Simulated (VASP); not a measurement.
# Ga3AsP2 (P3m1) in VASP: further runs, part 2 of 2

VASP 6.6.1. Earlier steps stand in the parts before.

### Step 3. Single point, PBE (volume scaled by 0.94, then relaxed in part)

Input file INCAR:

```
PREC = Accurate
ENCUT = 520
EDIFF = 1E-7
ISMEAR = 0
SIGMA = 0.02
LREAL = False
LASPH = True
NELM = 80
ALGO = Normal
ISIF = 2
LWAVE = False
LCHARG = True
GGA = PE
LELF = True
LVHAR = True
NBANDS = 36
```

Input file KPOINTS:

```
regular mesh
0
Gamma
  12 12 4
```

Input file POSCAR:

```
Ga3AsP2
1.0
    3.8675850037      0.0000000000      0.0000000000
   -1.9337925018      3.3494268645      0.0000000000
    0.0000000000      0.0000000000      9.4803151940
Ga P As
3 2 1
Direct
    0.0000000000      0.0000000000      0.9927750259
    0.3333333333      0.6666666667      0.6666881527
    0.6666666667      0.3333333333      0.3402354834
    0.0000000000      0.0000000000      0.7464539595
    0.3333333333      0.6666666667      0.4196152089
    0.6666666667      0.3333333333      0.0842321694
```

Potentials or basis: VASP PAW PBE potentials, release 64 (Ga_d, P, As).

Run with:

```bash
$ cat potpaw_PBE.64/Ga_d/POTCAR potpaw_PBE.64/P/POTCAR potpaw_PBE.64/As/POTCAR > POTCAR
$ mpirun -np 1 vasp_std > vasp.out
```

OUTCAR:

```text
PREC = Accurate
   ENCUT = 520
   EDIFF = 1E-7
   ISMEAR = 0
   LREAL = False
   LASPH = True
   NELM = 80
   ISIF = 2
   GGA = PE

 ion  position               nearest neighbor table
   1  0.000  0.000  0.993-   4 2.34   6 2.40   6 2.40   6 2.40
   2  0.333  0.667  0.667-   5 2.34   4 2.36   4 2.36   4 2.36
   3  0.667  0.333  0.340-   5 2.36   5 2.36   5 2.36   6 2.43
   4  0.000  0.000  0.746-   1 2.34   2 2.36   2 2.36   2 2.36
   5  0.333  0.667  0.420-   2 2.34   3 2.36   3 2.36   3 2.36
   6  0.667  0.333  0.084-   1 2.40   1 2.40   1 2.40   3 2.43

  LATTYP: Found a hexagonal cell.
 ALAT       =     3.8675850037
 C/A-ratio  =     2.4512234857

  Lattice vectors:

 A1 = (   3.8675850037,   0.0000000000,   0.0000000000)
 A2 = (  -1.9337925018,   3.3494268645,   0.0000000000)
 A3 = (   0.0000000000,   0.0000000000,   9.4803151940)

Analysis of symmetry for initial positions (statically):
=====================================================================
 Subroutine PRICEL returns:
 Original cell was already a primitive cell.

[... 181 lines left out ...]
 cond. band min:       6.1219071061   @ k =   0.0000   0.0000   0.5000
 fundamental gap:      1.3199840872
 Fermi energy:         4.8989432600

 k-point     1 :       0.0000    0.0000    0.0000
  band No.  band energies     occupation
      1     -10.1562      2.00000
      2     -10.1126      2.00000
      3     -10.0815      2.00000
      4     -10.0815      2.00000
      5     -10.0568      2.00000
      6     -10.0568      2.00000
[... 925 lines left out ...]
     35       9.8667      0.00000
     36       9.9959      0.00000

 [... further k-points ...]

------------------------ aborting loop because EDIFF is reached ----------------------------------------

  FORCE on cell =-STRESS in cart. coord.  units (eV):
  Direction    XX          YY          ZZ          XY          YZ          ZX
  --------------------------------------------------------------------------------------
  -------------------------------------------------------------------------------------
  Total        3.9226915      3.9226915      3.9383677      0.0000000      0.0000000     -0.0000000
  in kB       51.1754413     51.1754413     51.3799525      0.0000000      0.0000000     -0.0000000
  external PRESSURE =      51.2436117 kB  Pullay stress =       0.0000000 kB

 VOLUME and BASIS-vectors are now :
 -----------------------------------------------------------------------------
  energy-cutoff  :      520.00
  volume of cell :      122.81
      direct lattice vectors                 reciprocal lattice vectors
     3.867585004  0.000000000  0.000000000     0.258559282  0.149279271  0.000000000
    -1.933792502  3.349426864  0.000000000     0.000000000  0.298558542  0.000000000
     0.000000000  0.000000000  9.480315194     0.000000000  0.000000000  0.105481725

 POSITION                                       TOTAL-FORCE (eV/Angst)
 -----------------------------------------------------------------------------------
      0.00000      0.00000      9.41182        -0.000000     -0.000000     -0.017821
     -0.00000      2.23295      6.32041         0.000000      0.000000      0.005226
      1.93379      1.11648      3.22554         0.000000      0.000000      0.016940
      0.00000      0.00000      7.07662        -0.000000     -0.000000     -0.000140
     -0.00000      2.23295      3.97808        -0.000000     -0.000000     -0.002377
      1.93379      1.11648      0.79855        -0.000000     -0.000000     -0.001828
 -----------------------------------------------------------------------------------
    total drift:                               -0.000004      0.000003      0.000366

  FREE ENERGIE OF THE ION-ELECTRON SYSTEM (eV)
  ---------------------------------------------------
  free  energy   TOTEN  =       -26.3523207039 eV

  energy  without entropy=      -26.3523207039  energy(sigma->0) =      -26.35232070
```

OSZICAR:

```text
N       E                     dE             d eps       ncg     rms          rms(c)
DAV:   1     0.430046357609E+03    0.43005E+03   -0.25234E+04  5256   0.221E+03
DAV:   2     0.359773652275E+02   -0.39407E+03   -0.37898E+03  5276   0.531E+02
DAV:   3    -0.239911343462E+02   -0.59968E+02   -0.58499E+02  5804   0.154E+02
DAV:   4    -0.269930484689E+02   -0.30019E+01   -0.29853E+01  6296   0.347E+01
DAV:   5    -0.270679683225E+02   -0.74920E-01   -0.74831E-01  6424   0.535E+00    0.691E+00
DAV:   6    -0.264197561210E+02    0.64821E+00   -0.11206E+00  7068   0.141E+01    0.414E+00
DAV:   7    -0.263525226056E+02    0.67234E-01   -0.65598E-01  5836   0.437E+00    0.149E+00
DAV:   8    -0.263522972893E+02    0.22532E-03   -0.13100E-01  6596   0.592E+00    0.221E-01
DAV:   9    -0.263518034865E+02    0.49380E-03   -0.17999E-02  6780   0.203E+00    0.124E-01
DAV:  10    -0.263520154287E+02   -0.21194E-03   -0.26637E-03  6176   0.484E-01    0.779E-02
DAV:  11    -0.263523030457E+02   -0.28762E-03   -0.71577E-04  6184   0.207E-01    0.273E-02
DAV:  12    -0.263523113118E+02   -0.82661E-05   -0.10785E-04  6496   0.112E-01    0.125E-02
DAV:  13    -0.263523197272E+02   -0.84154E-05   -0.22949E-05  5780   0.755E-02    0.562E-03
DAV:  14    -0.263523204091E+02   -0.68192E-06   -0.54224E-06  6420   0.382E-02    0.175E-03
DAV:  15    -0.263523206320E+02   -0.22288E-06   -0.95446E-07  6412   0.101E-02    0.771E-04
DAV:  16    -0.263523207039E+02   -0.71907E-07   -0.25255E-07  4808   0.625E-03
   1 F= -.26352321E+02 E0= -.26352321E+02  d E =-.236041E-14
```

stdout:

```text
POSCAR found type information on POSCAR GaP As
 POSCAR found :  3 types and       6 ions
 scaLAPACK will be used
 LDA part: xc-table for (Slater+PW92), standard interpolation
 POSCAR, INCAR and KPOINTS ok, starting setup
 FFT: planning ... GRIDC
 FFT: planning ... GRID_SOFT
 FFT: planning ... GRID
 WAVECAR not read
 entering main loop
```

Run time: 3 min. Hardware: 1 thread of Intel Xeon 6975P-C (Granite Rapids), shared host; peak memory 0.42 GiB.

What came out:

```yaml
Free_energy: -26.3523 eV
Pressure: 5.1 GPa
Largest_force: 0.018 eV/Å
Band_gap_on_the_k_mesh: 1.32 eV, indirect (least direct gap 1.39 eV)
```

Forces on the atoms (eV/Å):
```
Ga   0.000  0.000 -0.018
Ga   0.000  0.000  0.005
Ga   0.000  0.000  0.017
P    0.000  0.000  0.000
P    0.000  0.000 -0.002
As   0.000  0.000 -0.002
```

 A k mesh can miss the band edges.

### Step 4. Single point, PBE (volume scaled by 0.97, then relaxed in part)

Input file INCAR:

```
SYSTEM = Ga3AsP2
PREC = Accurate
ENCUT = 520
EDIFF = 1E-7
ISMEAR = 0
SIGMA = 0.02
LREAL = .False.
LASPH = .True.
NELM = 100
ALGO = Normal
ISIF = 2
LWAVE = .False.
LCHARG = .True.
GGA = PE
LELF = .True.
LVHAR = .True.
NBANDS = 36
```

Input file KPOINTS:

```
Automatic mesh
0
Gamma
  12 12 4
  0 0 0
```

Input file POSCAR:

```
Ga3AsP2
1.0
    3.9084477517      0.0000000000      0.0000000000
   -1.9542238759      3.3848150423      0.0000000000
    0.0000000000      0.0000000000      9.5793881565
Ga P As
3 2 1
Direct
    0.0000000000      0.0000000000      0.9928744446
    0.3333333333      0.6666666667      0.6666771391
    0.6666666667      0.3333333333      0.3401561545
    0.0000000000      0.0000000000      0.7465917684
    0.3333333333      0.6666666667      0.4197049311
    0.6666666667      0.3333333333      0.0839955621
```

Run with:

```bash
$ cat potpaw_PBE.64/Ga_d/POTCAR potpaw_PBE.64/P/POTCAR potpaw_PBE.64/As/POTCAR > POTCAR
$ mpirun -np 1 vasp_std > vasp.out
```

It took 3 min on 1 thread of Intel Xeon 6975P-C (Granite Rapids), shared host; peak memory 0.43 GiB.

It converged, with:

```yaml
Free_energy: -26.4434 eV
Pressure: 2.4 GPa
Largest_force: 0.014 eV/Å
Band_gap_on_the_k_mesh: 1.17 eV, direct
```

Forces on the atoms (eV/Å):
```
Ga   0.000  0.000 -0.013
Ga   0.000  0.000  0.004
Ga   0.000  0.000  0.014
P    0.000  0.000  0.000
P    0.000  0.000 -0.001
As   0.000  0.000 -0.003
```

Levels at points of the mesh, in eV from the valence-band top:
| k point | band 24 | band 25 | band 26 | band 27 | band 28 | band 29 | band 30 | band 31 |
| --- | --- | --- | --- | --- | --- | --- | --- | --- |
| (0.00, 0.00, 0.00) | -0.94 | -0.16 | 0.00 | 0.00 | 1.17 | 1.34 | 1.71 | 3.66 |
| (0.50, 0.00, 0.00) | -2.78 | -2.61 | -1.91 | -1.54 | 1.44 | 1.60 | 2.34 | 2.61 |
| (0.00, 0.00, 0.50) | -0.72 | -0.72 | -0.18 | -0.18 | 1.24 | 1.83 | 2.20 | 4.08 |
| (0.50, 0.00, 0.50) | -2.67 | -2.37 | -1.26 | -1.20 | 1.27 | 1.69 | 2.03 | 3.32 |

 A k mesh can miss the band edges.

### Step 5. Summary

```tsv
task	cell	k mesh	cutoff (eV)	smearing	gap on the mesh (eV)	pressure (GPa)	largest force (eV/Å)
relaxation of cell and atoms	relaxed from a = 3.834, b = 3.834, c = 9.392 Å, angles 90.0, 90.0, 120.0°, 6 atoms	6 × 6 × 2	600	gaussian 0.1 eV	0.93	-0.1	0.03
single point	a = 3.868, b = 3.868, c = 9.480 Å, angles 90.0, 90.0, 120.0°, 6 atoms	12 × 12 × 4	520	gaussian 0.02 eV	1.32	5.1	0.02
single point	a = 3.908, b = 3.908, c = 9.579 Å, angles 90.0, 90.0, 120.0°, 6 atoms	12 × 12 × 4	520	gaussian 0.02 eV	1.17	2.4	0.01
```

Alike in all rows: level PBE; potentials or basis VASP PAW PBE potentials, release 64 (Ga_d, P, As); no spin polarisation.

Total energies depend on the potentials used, so only differences within one code and one set of settings carry meaning.
